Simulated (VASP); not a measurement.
# BaHfO3 (Pm-3m) in VASP: a series of runs, part 2 of 2

VASP 6.6.1. The steps go on from the part before.

## Step 3: Relaxation of cell and atoms, LDA

This run uses another cell than the first one, of 14.50 Å³/atom.

INCAR reads:

```
ALGO = Normal
EDIFF = 1E-7
EDIFFG = -0.002
ENCUT = 600
IBRION = 2
ISIF = 3
ISMEAR = 0
LASPH = True
LCHARG = False
LREAL = False
LWAVE = False
NELM = 100
NSW = 100
PREC = Accurate
SIGMA = 0.02
```

KPOINTS reads:

```
k-points
0
Gamma
  8 8 8
```

POSCAR reads:

```
BaHfO3
1.0
    4.1698367400      0.0000000000      0.0000000000
    0.0000000000      4.1698367400      0.0000000000
    0.0000000000      0.0000000000      4.1698367400
Ba Hf O
1 1 3
Direct
    0.5000000000      0.5000000000      0.5000000000
    0.0000000000      0.0000000000      0.0000000000
    0.0000000000      0.5000000000      0.0000000000
    0.5000000000      0.0000000000      0.0000000000
    0.0000000000      0.0000000000      0.5000000000
```

Potentials or basis: VASP PAW LDA potentials, release 64 (Ba_sv, Hf_pv, O).

The run is started by

```console
$ cat potpaw_LDA.64/Ba_sv/POTCAR potpaw_LDA.64/Hf_pv/POTCAR potpaw_LDA.64/O/POTCAR > POTCAR
$ mpirun -np 1 vasp_std > vasp.out
```

OUTCAR:

```text
EDIFF = 1E-7
   EDIFFG = -0.002
   ENCUT = 600
   IBRION = 2
   ISIF = 3
   ISMEAR = 0
   LASPH = True
   LREAL = False
   NELM = 100
   NSW = 100
   PREC = Accurate

 ion  position               nearest neighbor table
   1  0.500  0.500  0.500-   3 2.95   4 2.95   5 2.95   3 2.95   4 2.95   4 2.95   5 2.95   4 2.95
                             3 2.95   5 2.95   3 2.95   5 2.95   2 3.61   2 3.61   2 3.61   2 3.61
   2  0.000  0.000  0.000-   3 2.08   4 2.08   5 2.08   5 2.08   3 2.08   4 2.08   1 3.61   1 3.61
                             1 3.61   1 3.61   1 3.61   1 3.61   1 3.61   1 3.61
   3  0.000  0.500  0.000-   2 2.08   2 2.08   1 2.95   1 2.95   1 2.95   1 2.95
   4  0.500  0.000  0.000-   2 2.08   2 2.08   1 2.95   1 2.95   1 2.95   1 2.95
   5  0.000  0.000  0.500-   2 2.08   2 2.08   1 2.95   1 2.95   1 2.95   1 2.95

  LATTYP: Found a simple cubic cell.
 ALAT       =     4.1698367400

  Lattice vectors:

 A1 = (   4.1698367400,   0.0000000000,   0.0000000000)
 A2 = (   0.0000000000,   4.1698367400,   0.0000000000)
 A3 = (   0.0000000000,   0.0000000000,   4.1698367400)

Analysis of symmetry for initial positions (statically):
=====================================================================
 Subroutine PRICEL returns:
 Original cell was already a primitive cell.

[... 184 lines left out ...]
  -------------------------------------------------------------------------------------
  Total       -2.7664523     -2.7664523     -2.7664523     -0.0000000     -0.0000000     -0.0000000
  in kB      -61.1331277    -61.1331277    -61.1331277     -0.0000000     -0.0000000     -0.0000000
  external PRESSURE =     -61.1331277 kB  Pullay stress =       0.0000000 kB
[... 65 lines left out ...]
--------------------------------------- Ionic step        3  -------------------------------------------

 number of electron      37.9999985 magnetization

 Free energy of the ion-electron system (eV)
  ---------------------------------------------------
  ext. energy  EPLUGINS =         0.00000000
  ---------------------------------------------------
  free energy    TOTEN  =       -47.66840295 eV

  energy without entropy =      -47.66840295  energy(sigma->0) =      -47.66840295

 E-fermi :   2.5150     XC(G=0): -11.4795

 val. band max:        2.3911714064   @ k =   0.5000   0.5000   0.5000
 cond. band min:       5.8683592787   @ k =   0.0000   0.0000   0.0000
 fundamental gap:      3.4771878722
 Fermi energy:         2.5150399179

 k-point     1 :       0.0000    0.0000    0.0000
  band No.  band energies     occupation
      1     -26.0046      2.00000
      2     -26.0046      2.00000
      3     -26.0046      2.00000
      4     -22.5759      2.00000
      5     -14.0717      2.00000
      6     -13.5149      2.00000
[... 613 lines left out ...]
     22       9.2867      0.00000
     23       9.3884      0.00000

 [... further k-points ...]

------------------------ aborting loop because EDIFF is reached ----------------------------------------

  FORCE on cell =-STRESS in cart. coord.  units (eV):
  Direction    XX          YY          ZZ          XY          YZ          ZX
  --------------------------------------------------------------------------------------
  -------------------------------------------------------------------------------------
  Total        0.0015775      0.0015775      0.0015775     -0.0000000     -0.0000000      0.0000000
  in kB        0.0361093      0.0361093      0.0361093     -0.0000000     -0.0000000      0.0000000
  external PRESSURE =       0.0361093 kB  Pullay stress =       0.0000000 kB
[... 20 lines left out ...]
  FREE ENERGIE OF THE ION-ELECTRON SYSTEM (eV)
  ---------------------------------------------------
  free  energy   TOTEN  =       -47.6684029460 eV

  energy  without entropy=      -47.6684029460  energy(sigma->0) =      -47.66840295

 reached required accuracy - stopping structural energy minimisation
```

OSZICAR:

```text
N       E                     dE             d eps       ncg     rms          rms(c)
DAV:   1     0.252222029271E+03    0.25222E+03   -0.22519E+04  1610   0.177E+03
[... 35 lines left out ...]
DAV:   5    -0.476682008925E+02   -0.16455E-03   -0.22578E-03  2237   0.245E-01    0.210E+00
DAV:   6    -0.476685403738E+02   -0.33948E-03   -0.16167E-03  2075   0.259E-01    0.413E-01
DAV:   7    -0.476684595178E+02    0.80856E-04   -0.25168E-04  1883   0.969E-02    0.269E-01
DAV:   8    -0.476684520828E+02    0.74350E-05   -0.82810E-06  2295   0.173E-02    0.245E-01
DAV:   9    -0.476684096163E+02    0.42466E-04   -0.11992E-04  2051   0.659E-02    0.107E-01
DAV:  10    -0.476684029086E+02    0.67078E-05   -0.26476E-05  2096   0.282E-02    0.553E-02
DAV:  11    -0.476684029460E+02   -0.37456E-07   -0.40674E-07  2120   0.393E-03
   3 F= -.47668403E+02 E0= -.47668403E+02  d E =-.499381E-01
```

CONTCAR:

```text
BaHfO3
   1.00000000000000
     4.1212011546559308    0.0000000000000000   -0.0000000000000000
    -0.0000000000000000    4.1212011546559308   -0.0000000000000000
     0.0000000000000000   -0.0000000000000000    4.1212011546559308
  Ba              Hf              O
     1     1     3
Direct
     0.5000000000000000    0.5000000000000000    0.5000000000000000
     0.0000000000000000    0.0000000000000000    0.0000000000000000
     0.0000000000000000    0.5000000000000000    0.0000000000000000
     0.5000000000000000    0.0000000000000000    0.0000000000000000
     0.0000000000000000    0.0000000000000000    0.5000000000000000

  0.00000000E+00  0.00000000E+00  0.00000000E+00
  0.00000000E+00  0.00000000E+00  0.00000000E+00
  0.00000000E+00  0.00000000E+00  0.00000000E+00
  0.00000000E+00  0.00000000E+00  0.00000000E+00
  0.00000000E+00  0.00000000E+00  0.00000000E+00
```

Run time: 69 s. Hardware: 1 thread of Intel Xeon 6975P-C (Granite Rapids), shared host; peak memory 0.23 GiB.

What came out:

* Free energy: -47.6684 eV
* Relaxed volume: 14.00 Å³/atom
* Relaxed cell: a = 4.121 Å, b = 4.121 Å, c = 4.121 Å, α = 90.00°, β = 90.00°, γ = 90.00°
* Space group after relaxing (to 0.1 Å): Pm-3m (No. 221)
* Energy gained by relaxing: 10.0 meV/atom
* Ionic steps: 3
* Pressure after relaxing: 0.0 GPa
* Band gap on the k mesh: 3.48 eV (least direct gap 3.64 eV)

Step by step:
```
step  energy change (eV)  largest force (eV/Å)  pressure (GPa)  volume (Å³)
   1              0.0000                0.0000           -6.11        72.50
   2              0.0378                0.0000            9.40        66.85
   3             -0.0499                0.0000            0.00        70.00
```

Final structure:
```
Ba Hf O
1.0
     4.12120    0.00000    0.00000
     0.00000    4.12120    0.00000
     0.00000    0.00000    4.12120
Ba Hf O
1 1 3
Direct
  0.50000 0.50000 0.50000
  0.00000 0.00000 0.00000
  0.00000 0.50000 0.00000
  0.50000 0.00000 0.00000
  0.00000 0.00000 0.50000
```

Caveat: spin-orbit coupling is left out, which moves the levels of the heavy elements.
